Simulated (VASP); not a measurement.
# NaCl in VASP: settings compared, part 2 of 2

VASP 6.6.1.

### Step 4. Single point, r2SCAN (shear xy strain -0.5%)

POSCAR

```
NaCl
1.0
   -0.0074094547      3.0872727775      3.0872727775
    3.0872727775     -0.0074094547      3.0872727775
    3.0798633228      3.0798633228      0.0000000000
Na Cl
1 1
Direct
   -0.0005411616     -0.0005411616      0.0005411616
    0.2505411616      0.2505411616      0.2494588384
```

INCAR.step1

```
PREC     = Accurate       # precision mode
ENCUT    = 520            # plane-wave cutoff, eV
ISMEAR   = 0              # smearing method
SIGMA    = 0.01           # smearing width, eV
LREAL    = F              # projectors in reciprocal space
LASPH    = T              # aspherical terms in the spheres
NELM     = 60             # most SCF steps
NBANDS   = 14             # bands
GGA      = PE             # functional
ALGO     = Normal         # electronic algorithm
EDIFF    = 1E-4           # SCF threshold, eV
LWAVE    = T              # write WAVECAR
LCHARG   = F              # write CHGCAR
```

INCAR.step2

```
PREC     = Accurate       # precision mode
ENCUT    = 520            # plane-wave cutoff, eV
EDIFF    = 1E-7           # SCF threshold, eV
ISMEAR   = 0              # smearing method
SIGMA    = 0.01           # smearing width, eV
LREAL    = F              # projectors in reciprocal space
LASPH    = T              # aspherical terms in the spheres
NELM     = 60             # most SCF steps
ALGO     = Normal         # electronic algorithm
ISIF     = 2              # what is computed and relaxed
LWAVE    = F              # write WAVECAR
LCHARG   = F              # write CHGCAR
METAGGA  = R2SCAN         # meta-GGA
LMIXTAU  = T            
NBANDS   = 14             # bands
ISTART   = 1
```

KPOINTS

```
Automatic mesh
0
Gamma
  8 8 8
```

Potentials or basis: VASP PAW PBE potentials, release 64 (Na_pv, Cl).

Launch:

```bash
$ cat potpaw_PBE.64/Na_pv/POTCAR potpaw_PBE.64/Cl/POTCAR > POTCAR
$ cp INCAR.step1 INCAR
$ mpirun -np 1 vasp_std > vasp.out
$ cp INCAR.step2 INCAR
$ mpirun -np 1 vasp_std > vasp.out
```

OUTCAR:

```text
PREC = Accurate
   ENCUT = 520
   EDIFF = 1E-7
   ISMEAR = 0
   LREAL = F
   LASPH = T
   NELM = 60
   ISIF = 2
   METAGGA = R2SCAN
   ISTART = 1

 ion  position               nearest neighbor table
   1  0.999  0.999  0.001-   2 2.67   2 2.67   2 2.67   2 2.67
   2  0.251  0.251  0.249-   1 2.67   1 2.67   1 2.67   1 2.67

  LATTYP: Found a body centered orthorhombic cell.
 ALAT       =     4.3555844814
 B/A-ratio  =     1.0048115477
 C/A-ratio  =     1.4176158404

[... 596 lines left out ...]

------------------------ aborting loop because EDIFF is reached ----------------------------------------

  FORCE on cell =-STRESS in cart. coord.  units (eV):
  Direction    XX          YY          ZZ          XY          YZ          ZX
  --------------------------------------------------------------------------------------
  -------------------------------------------------------------------------------------
  Total       -0.0478829     -0.0478829     -0.0473357      0.0068815      0.0000000      0.0000000
  in kB       -1.3035834     -1.3035834     -1.2886843      0.1873446      0.0000000      0.0000000
  external PRESSURE =      -1.2986170 kB  Pullay stress =       0.0000000 kB

 VOLUME and BASIS-vectors are now :
 -----------------------------------------------------------------------------
  energy-cutoff  :      520.00
  volume of cell :       58.85
      direct lattice vectors                 reciprocal lattice vectors
    -0.007409455  3.087272777  3.087272777    -0.161567477  0.161567477  0.161955239
     3.087272777 -0.007409455  3.087272777     0.161567477 -0.161567477  0.161955239
     3.079863323  3.079863323  0.000000000     0.162344867  0.162344867 -0.161955239

 POSITION                                       TOTAL-FORCE (eV/Angst)
 -----------------------------------------------------------------------------------
      3.07986      3.07986      6.17120         0.000000      0.000000     -0.001592
      1.53993      1.53993      1.54698        -0.000000     -0.000000      0.001592
 -----------------------------------------------------------------------------------
    total drift:                               -0.000017     -0.000017     -0.002599

  FREE ENERGIE OF THE ION-ELECTRON SYSTEM (eV)
  ---------------------------------------------------
  free  energy   TOTEN  =       -13.5618836536 eV

  energy  without entropy=      -13.5618836536  energy(sigma->0) =      -13.56188365
```

OUTCAR.step1:

```text
PREC = Accurate
   ENCUT = 520
   ISMEAR = 0
   LREAL = F
   LASPH = T
[... 630 lines left out ...]
 -----------------------------------------------------------------------------------
      3.07986      3.07986      6.17120         0.000000      0.000000     -0.000611
      1.53993      1.53993      1.54698        -0.000000     -0.000000      0.000611
 -----------------------------------------------------------------------------------
    total drift:                                0.000002      0.000002     -0.000246

  FREE ENERGIE OF THE ION-ELECTRON SYSTEM (eV)
  ---------------------------------------------------
  free  energy   TOTEN  =        -6.6377436900 eV

  energy  without entropy=       -6.6377436900  energy(sigma->0) =       -6.63774369
```

OSZICAR.step1:

```text
N       E                     dE             d eps       ncg     rms          rms(c)
DAV:   1     0.999697466304E+02    0.99970E+02   -0.68994E+03  2666   0.944E+02
DAV:   2     0.295256828620E+01   -0.97017E+02   -0.89719E+02  2894   0.250E+02
DAV:   3    -0.675926438518E+01   -0.97118E+01   -0.96564E+01  3440   0.744E+01
DAV:   4    -0.693751091150E+01   -0.17825E+00   -0.17817E+00  3214   0.114E+01
DAV:   5    -0.694165641263E+01   -0.41455E-02   -0.41452E-02  3556   0.174E+00    0.236E+00
DAV:   6    -0.663699943190E+01    0.30466E+00   -0.55940E-01  3330   0.371E+00    0.172E+00
DAV:   7    -0.662063298111E+01    0.16366E-01   -0.12706E-01  3338   0.177E+00    0.117E+00
DAV:   8    -0.663643364704E+01   -0.15801E-01   -0.13601E-02  2960   0.865E-01    0.263E-01
DAV:   9    -0.663666735015E+01   -0.23370E-03   -0.30945E-04  3578   0.136E-01    0.164E-01
DAV:  10    -0.663775207378E+01   -0.10847E-02   -0.13924E-03  2948   0.222E-01    0.697E-02
DAV:  11    -0.663774368996E+01    0.83838E-05   -0.20161E-05  3698   0.462E-02
   1 F= -.66377437E+01 E0= -.66377437E+01  d E =-.218482E-12
```

Run time: 3.3 min. Hardware: 1 thread of Intel Xeon Platinum 8375C at 2.90GHz (Ice Lake), shared host; peak memory 0.22 GiB.

What came out:

```
Free energy            : -13.5619 eV
Pressure               : -0.1 GPa
Band gap on the k mesh : 5.56 eV
```

Caveat: the cell differs from its parent crystal (shear xy strain -0.5%); the PAW data sets were made with another functional, which shifts forces and pressure a little. A k mesh can miss the band edges.

### Step 5. The runs side by side

| level | cell | smearing | gap on the mesh (eV) | pressure (GPa) |
| --- | --- | --- | --- | --- |
| PBE | a = 4.366, b = 4.366, c = 4.356 Å, angles 60.1, 60.1, 60.2°, 2 atoms | fermi-dirac 0.02 eV | 4.93 | 0.7 |
| r2SCAN | a = 4.366, b = 4.454, c = 4.454 Å, angles 58.7, 60.7, 60.7°, 2 atoms | gaussian 0.01 eV | 5.46 | -0.8 |
| r2SCAN | a = 4.366, b = 4.366, c = 4.356 Å, angles 60.1, 60.1, 60.2°, 2 atoms | gaussian 0.01 eV | 5.56 | -0.1 |

Alike in all rows: task single point; potentials or basis VASP PAW PBE potentials, release 64 (Na_pv, Cl); no spin polarisation; k mesh 8 × 8 × 8; cutoff (eV) 520.

Caveats: the PAW data sets were made with another functional, which shifts forces and pressure a little (at least some runs).

Absolute energies hang on the potentials; compare differences alone.
